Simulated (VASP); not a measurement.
**BaTiO3: single point with PBE+D4**

Crystal: BaTiO3.

```xyz
5
Lattice="4.0060 0.0000 0.0000 0.0000 4.0060 0.0000 0.0000 0.0000 4.0060" Properties=species:S:1:pos:R:3 pbc="T T T"
Ba    2.0030    2.0030    2.0030
Ti    0.0000    0.0000    0.0000
O     2.0030    0.0000    0.0000
O     0.0000    2.0030    0.0000
O     0.0000    0.0000    2.0030
```

```json
{
 "Program": "VASP 6.6.1",
 "Task": "single point",
 "Functional": "PBE",
 "Dispersion": "D4",
 "Potentials or basis": "VASP PAW PBE potentials, release 64 (Ba_sv, Ti_sv, O_h)",
 "Cutoff": "910 eV",
 "k mesh": "4 × 4 × 4",
 "Occupations": "gaussian, width 0.01 eV",
 "Spin": "no spin polarisation"
}
```

The pressure is 0.3 GPa, the band gap on the k mesh is 1.73 eV, indirect (least direct gap 1.87 eV) and the dispersion energy per atom is -0.215 eV.

Levels at points of the mesh, in eV from the valence-band top:
```
           k point  band 18  band 19  band 20  band 21  band 22  band 23
(0.00, 0.00, 0.00)    -0.15    -0.15    -0.15     1.73     1.73     1.73
(0.50, 0.00, 0.00)    -1.83    -0.71    -0.71     1.88     3.46     3.46
(0.50, 0.50, 0.00)    -0.87    -0.87    -0.09     3.46     3.46     3.88
(0.50, 0.50, 0.50)     0.00     0.00     0.00     4.13     4.13     4.13
```

Run time: 42 s on 1 thread of Intel(R) Xeon(R) Platinum 8375C CPU @ 2.90GHz (Ice Lake), with other jobs on the host, peak memory 0.26 GiB.

Caveat: the cutoff is under 1.25 times the usual one of these potentials, so pressure, stress and relaxed cells hold a basis-set (Pulay) error; spin-orbit coupling is left out, which moves the levels of the heavy elements. PBE gaps usually lie below the measured ones, often by a third to a half.
